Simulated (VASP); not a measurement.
# GaN (I-4m2) in VASP: further runs

The runs below take GaN through single point, with PBE.

All numbers are computed with VASP 6.6.1; they aren't measurements. Logs are shortened: lines on timing, memory, paths and dates and some standing lists are left out, and cuts for length are marked.

## 1. The cell of the first run

Symmetry: I-4m2, No. 119, tetragonal system. The conventional cell has a = 3.267 Å, b = 3.267 Å, c = 4.282 Å, α = 90.00°, β = 90.00°, γ = 90.00°. Ga (site symmetry -4m2) has 4 N at 1.95 Å within 2.6 Å. Within 2.6 Å of N (site symmetry -4m2) lie 4 Ga at 1.95 Å.

## 2. Single point, PBE (strain +0.025 along x and y, -0.050 along z)

File INCAR:

```
SYSTEM = GaN
ALGO = Normal ; EDIFF = 1E-7
ENCUT = 520 ; GGA = PE
ISIF = 2 ; ISMEAR = 0
LASPH = .TRUE. ; LCHARG = .FALSE.
LREAL = .FALSE. ; LWAVE = .FALSE.
NBANDS = 16 ; NELM = 80
PREC = Accurate ; SIGMA = 0.05
```

File KPOINTS:

```
k-points
0
G
  10 10 10
  0 0 0
```

File POSCAR:

```
GaN
1.0
    0.0000000000      2.3098381227      2.1408255771
    2.3098381227      0.0000000000      2.1408255771
    2.3098381227      2.3098381227      0.0000000000
Ga N
1 1
Direct
    0.0000000000      0.0000000000      0.0000000000
    0.7500000000      0.7500000000      0.7500000000
```

Potentials or basis: VASP PAW PBE potentials, release 64 (Ga_d, N).

On the command line:

```sh
$ cat potpaw_PBE.64/Ga_d/POTCAR potpaw_PBE.64/N/POTCAR > POTCAR
$ mpirun -np 1 vasp_std > vasp.out
```

OUTCAR:

```text
SYSTEM = GaN
   EDIFF = 1E-7
   ENCUT = 520
   GGA = PE
   ISIF = 2
   ISMEAR = 0
   LASPH = .TRUE.
   LREAL = .FALSE.
   NELM = 80
   PREC = Accurate

 ion  position               nearest neighbor table
   1  0.000  0.000  0.000-   2 1.95   2 1.95   2 1.95   2 1.95
   2  0.750  0.750  0.750-   1 1.95   1 1.95   1 1.95   1 1.95

  LATTYP: Found a body centered tetragonal cell.
 ALAT       =     3.2666044000
 C/A-ratio  =     1.3107345212

  Lattice vectors:

 A1 = (   0.0000000000,  -2.3098381227,  -2.1408255771)
 A2 = (   0.0000000000,   2.3098381227,  -2.1408255771)
 A3 = (   2.3098381227,   0.0000000000,   2.1408255771)

Analysis of symmetry for initial positions (statically):
=====================================================================
 Subroutine PRICEL returns:
 Original cell was already a primitive cell.

 Routine SETGRP: Setting up the symmetry group for a
 body centered tetragonal supercell.

 Subroutine GETGRP returns: Found  8 space group operations
 (whereof  8 operations were pure point group operations)
 out of a pool of 16 trial point group operations.

The static configuration has the point symmetry D_2d.

Analysis of symmetry for dynamics (positions and initial velocities):
=====================================================================
 Subroutine PRICEL returns:
 Original cell was already a primitive cell.

 Routine SETGRP: Setting up the symmetry group for a
 body centered tetragonal supercell.

 Subroutine GETGRP returns: Found  8 space group operations
 (whereof  8 operations were pure point group operations)
 out of a pool of 16 trial point group operations.

The dynamic configuration has the point symmetry D_2d.

 Subroutine INISYM returns: Found  8 space group operations
 (whereof  8 operations are pure point group operations),
 and found     1 'primitive' translations

----------------------------------------------------------------------------------------

                                     Primitive cell

  volume of cell :      22.8441

  direct lattice vectors                    reciprocal lattice vectors
     0.000000000  2.309838123  2.140825577    -0.216465386  0.216465386  0.233554758
     2.309838123  0.000000000  2.140825577     0.216465386 -0.216465386  0.233554758
     2.309838123  2.309838123  0.000000000     0.216465386  0.216465386 -0.233554758

  length of vectors
     3.149362841  3.149362841  3.266604400     0.385048505  0.385048505  0.385048505

[... 74 lines left out ...]
   ISPIN  =      1    spin polarized calculation?
   LNONCOLLINEAR =      F non collinear calculations
   LSORBIT =      F    spin-orbit coupling
   LASPH  =      T    aspherical Exc in radial PAW
   ENCUT  =  520.0 eV  38.22 Ry    6.18 a.u.   5.86  5.86  6.07*2*pi/ulx,y,z
   NELM   =     80;   NELMIN=  2; NELMDL= -5     # of ELM steps
   EDIFF  = 0.1E-06   stopping-criterion for ELM
   LREAL  =      F    real-space projection
   EDIFFG = 0.1E-05   stopping-criterion for IOM
   NSW    =      0    number of steps for IOM
   IBRION =     -1    ionic relax: 0-MD 1-quasi-New 2-CG
   NFREE  =      0    steps in history (QN), initial steepest desc. (CG)
   ISIF   =      2    stress and relaxation
   ISYM   =      2    0-nonsym 1-usesym 2-fastsym
   POTIM  = 0.5000    time-step for ionic-motion
   TEBEG  =    0.0;   TEEND  =   0.0 temperature during run
   PSTRESS=    0.0 pullay stress
   NELECT =      18.0000    total number of electrons
   NUPDOWN=      -1.0000    fix difference up-down
   EMIN   =  10.00;   EMAX   =-10.00  energy-range for DOS
   EFERMI =   0.00;   METHOD = LEGACY
   ISMEAR =     0;   SIGMA  =   0.05  broadening in eV -4-tet -1-fermi 0-gaus
   EFERMI_NEDOS =   21; number of points for ismear=-14 and -15
   IALGO  =     38    algorithm
   IMIX   =      4    mixing-type and parameters
     AMIX     =   0.40;   BMIX     =  1.00
     AMIX_MAG =   1.60;   BMIX_MAG =  1.00
  volume/ion in A,a.u.               =      11.42        77.08
  Fermi-wavevector in a.u.,A,eV,Ry     =   1.512078  2.857413 31.108089  2.286380
  Thomas-Fermi vector in A             =   2.622050
   LORBIT       =      0    0 simple, 1 ext, 2 COOP (PROOUT), +10 PAW based schemes
   GGA     = PE    functional components
   LHFCALC =     F    Hartree Fock is set to
   AEXX    =    0.0000 exact exchange contribution
   IVDW    =     0    specifies the selected vdW correction
   LEPSILON=     F    determine dielectric tensor
   LRPA    =     F    only Hartree local field effects (RPA)
 non-spin polarized calculation
 Gauss-broadening in eV      SIGMA  =   0.05
  energy-cutoff  :      520.00
  volume of cell :       22.84
 maximum number of plane-waves:       626
   NGX = 11   NGY = 11   NGZ = 13

 number of electron      18.0000006 magnetization

 Free energy of the ion-electron system (eV)
  ---------------------------------------------------
  ext. energy  EPLUGINS =         0.00000000
  ---------------------------------------------------
  free energy    TOTEN  =       -12.11251118 eV

  energy without entropy =      -12.11251118  energy(sigma->0) =      -12.11251118

 E-fermi :   5.8238     XC(G=0): -11.6837

 val. band max:        5.5051854349   @ k =   0.0000   0.0000   0.0000
 cond. band min:       7.0241403173   @ k =   0.0000   0.0000   0.0000
 fundamental gap:      1.5189548823
 Fermi energy:         5.8238311409

 k-point     1 :       0.0000    0.0000    0.0000
  band No.  band energies     occupation
      1     -10.6368      2.00000
      2      -8.1728      2.00000
      3      -8.1728      2.00000
      4      -8.0975      2.00000
      5      -7.8351      2.00000
      6      -7.8307      2.00000
[... 433 lines left out ...]
      3      -7.9419      2.00000
      4      -7.9388      2.00000
      5      -7.7533      2.00000
      6      -6.7195      2.00000
[... 8 lines left out ...]
     15      27.0918      0.00000
     16      27.3231      0.00000

 [... further k-points ...]
[... 5 lines left out ...]
  --------------------------------------------------------------------------------------
  -------------------------------------------------------------------------------------
  Total        0.3547583      0.3547583      1.4398757      0.0000000      0.0000000     -0.0000000
  in kB       24.8810529     24.8810529    100.9860069      0.0000000      0.0000000     -0.0000000
  external PRESSURE =      50.2493709 kB  Pullay stress =       0.0000000 kB

 VOLUME and BASIS-vectors are now :
 -----------------------------------------------------------------------------
  energy-cutoff  :      520.00
  volume of cell :       22.84
      direct lattice vectors                 reciprocal lattice vectors
     0.000000000  2.309838123  2.140825577    -0.216465386  0.216465386  0.233554758
     2.309838123  0.000000000  2.140825577     0.216465386 -0.216465386  0.233554758
     2.309838123  2.309838123  0.000000000     0.216465386  0.216465386 -0.233554758

 POSITION                                       TOTAL-FORCE (eV/Angst)
 -----------------------------------------------------------------------------------
      0.00000      0.00000      0.00000         0.000000      0.000000     -0.000000
      3.46476      3.46476      3.21124        -0.000000     -0.000000      0.000000
 -----------------------------------------------------------------------------------
    total drift:                               -0.000000     -0.000000     -0.000002

  FREE ENERGIE OF THE ION-ELECTRON SYSTEM (eV)
  ---------------------------------------------------
  free  energy   TOTEN  =       -12.1125111829 eV

  energy  without entropy=      -12.1125111829  energy(sigma->0) =      -12.11251118
```

OSZICAR:

```text
N       E                     dE             d eps       ncg     rms          rms(c)
DAV:   1     0.832423351369E+02    0.83242E+02   -0.93427E+03  3672   0.201E+03
DAV:   2    -0.825942596973E+01   -0.91502E+02   -0.85016E+02  3744   0.336E+02
DAV:   3    -0.140477474216E+02   -0.57883E+01   -0.57670E+01  3848   0.710E+01
DAV:   4    -0.141137662071E+02   -0.66019E-01   -0.66011E-01  4096   0.804E+00
DAV:   5    -0.141146588665E+02   -0.89266E-03   -0.89265E-03  3976   0.842E-01    0.772E+00
DAV:   6    -0.121122466599E+02    0.20024E+01   -0.49040E+00  4920   0.398E+01    0.268E+00
DAV:   7    -0.121204272428E+02   -0.81806E-02   -0.32034E-01  3640   0.658E+00    0.177E+00
DAV:   8    -0.121164638526E+02    0.39634E-02   -0.58184E-02  3872   0.327E+00    0.791E-01
DAV:   9    -0.121122508005E+02    0.42131E-02   -0.14359E-02  4944   0.272E+00    0.200E-01
DAV:  10    -0.121126007590E+02   -0.34996E-03   -0.15214E-03  3840   0.536E-01    0.987E-02
DAV:  11    -0.121125062419E+02    0.94517E-04   -0.27375E-04  4904   0.250E-01    0.822E-03
DAV:  12    -0.121125114690E+02   -0.52271E-05   -0.28936E-05  3864   0.518E-02    0.103E-02
DAV:  13    -0.121125112629E+02    0.20612E-06   -0.73577E-07  4160   0.143E-02    0.310E-03
DAV:  14    -0.121125111829E+02    0.79955E-07   -0.52173E-08  2832   0.285E-03
   1 F= -.12112511E+02 E0= -.12112511E+02  d E =-.648551E-22
```

stdout:

```text
POSCAR found type information on POSCAR GaN
 POSCAR found :  2 types and       2 ions
 scaLAPACK will be used
 LDA part: xc-table for (Slater+PW92), standard interpolation
 POSCAR, INCAR and KPOINTS ok, starting setup
 FFT: planning ... GRIDC
 FFT: planning ... GRID_SOFT
 FFT: planning ... GRID
 WAVECAR not read
 entering main loop
```

It took 22 s on 1 thread of Intel Xeon 6975P-C, shared host; peak memory 0.16 GiB.

Results:

```yaml
Free_energy: -12.1125 eV
Pressure: 5.0 GPa
Band_gap_on_the_k_mesh: 1.52 eV, direct
```

Stress tensor (GPa, compression positive):
```
 2.49  0.00  0.00
 0.00  2.49  0.00
 0.00  0.00 10.10
```

Caveat: the cell differs from its parent crystal (strain +0.025 along x and y, -0.050 along z).

(Continued in part 2 of 2.)
